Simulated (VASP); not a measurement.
Runs of VASP 6.6.1 on CoO. The structure is that of space group P6_3mc (No. 186), or close to it. The cells are those of the table. 

| level | potentials or basis | fixed moment (μB) | cell | k mesh | gap on the mesh (eV) | pressure (GPa) | moment (μB) | largest force (eV/Å) |
| --- | --- | --- | --- | --- | --- | --- | --- | --- |
| PBEsol | VASP PAW PBE potentials, release 64 (Co, O) | - | a = 3.260, b = 3.260, c = 5.331 Å, angles 90.0, 90.0, 120.0°, 4 atoms | 10 × 10 × 5 | none | -13.5 | 5.96 | 0.21 |
| PBEsol | VASP PAW PBE potentials, release 64 (Co, O) | - | a = 3.198, b = 3.198, c = 5.229 Å, angles 90.0, 90.0, 120.0°, 4 atoms | 10 × 10 × 5 | none | -7.5 | 5.78 | 0.26 |
| PBEsol | VASP PAW PBE potentials, release 64 (Co, O) | - | a = 3.240, b = 3.240, c = 5.298 Å, angles 90.0, 90.0, 120.0°, 4 atoms | 10 × 10 × 5 | none | -11.6 | (a) | 0.23 |
| r2SCAN | VASP PAW PBE potentials, release 64 (Co, O) | - | a = 3.132, b = 3.132, c = 5.122 Å, angles 90.0, 90.0, 120.0°, 4 atoms | 10 × 10 × 5 | (c) | 13.3 | 6.00 | 0.52 |
| LDA | VASP PAW LDA potentials, release 64 (Co, O) | - | a = 3.198, b = 3.198, c = 5.229 Å, angles 90.0, 90.0, 120.0°, 4 atoms | 10 × 10 × 5 | none | -16.3 | 5.30 | 0.24 |
| PBE | VASP PAW PBE potentials, release 64 (Co, O) | 2.0 | a = 3.198, b = 3.198, c = 5.229 Å, angles 90.0, 90.0, 120.0°, 4 atoms | 8 × 8 × 5 | - | -12.8 | 2.00 | (b) |
| PBEsol | VASP PAW PBE potentials, release 64 (Co, O) | - | a = 2.661, b = 2.661, c = 5.967 Å, angles 90.0, 90.0, 120.0°, 4 atoms | 10 × 10 × 5 | none | -2.4 | 2.42 | 0.73 |
| PBEsol | VASP PAW PBE potentials, release 64 (Co, O) | - | a = 3.053, b = 3.053, c = 5.251 Å, angles 90.0, 90.0, 120.0°, 4 atoms | 10 × 10 × 5 | none | -3.6 | 4.06 | 0.28 |
| PBEsol | VASP PAW PBE potentials, release 64 (Co, O) | 6.0 | a = 3.198, b = 3.198, c = 5.229 Å, angles 90.0, 90.0, 120.0°, 4 atoms | 8 × 8 × 5 | - | -6.4 | 6.00 | 0.24 |
| PBEsol | VASP PAW PBE potentials, release 64 (Co, O) | - | a = 3.176, b = 3.176, c = 5.194 Å, angles 90.0, 90.0, 120.0°, 4 atoms | 10 × 10 × 5 | none | -5.3 | 5.67 | 0.29 |
| PBEsol | VASP PAW PBE potentials, release 64 (Co, O) | 1.0 | a = 3.198, b = 3.198, c = 5.229 Å, angles 90.0, 90.0, 120.0°, 4 atoms | 8 × 8 × 5 | - | -21.6 | 1.00 | 0.08 |

Alike in all rows: task single point; spin collinear, ferromagnetic start; cutoff (eV) 520; smearing fermi-dirac 0.05 eV.

Problem. Fill in the values left out.

Solution. (a) 5.93; (b) 0.10; (c) 0.46.

Caveats: the PAW data sets were made with another functional, which shifts forces and pressure a little (some runs); semilocal functionals often make such compounds metallic where correlation or magnetic order opens a gap, which also shifts bond lengths (some runs); the total moment is fixed, so each spin has its own Fermi level (some runs).

A k mesh can miss the band edges.

A gap of «none» marks levels without a gap at the run's occupations.
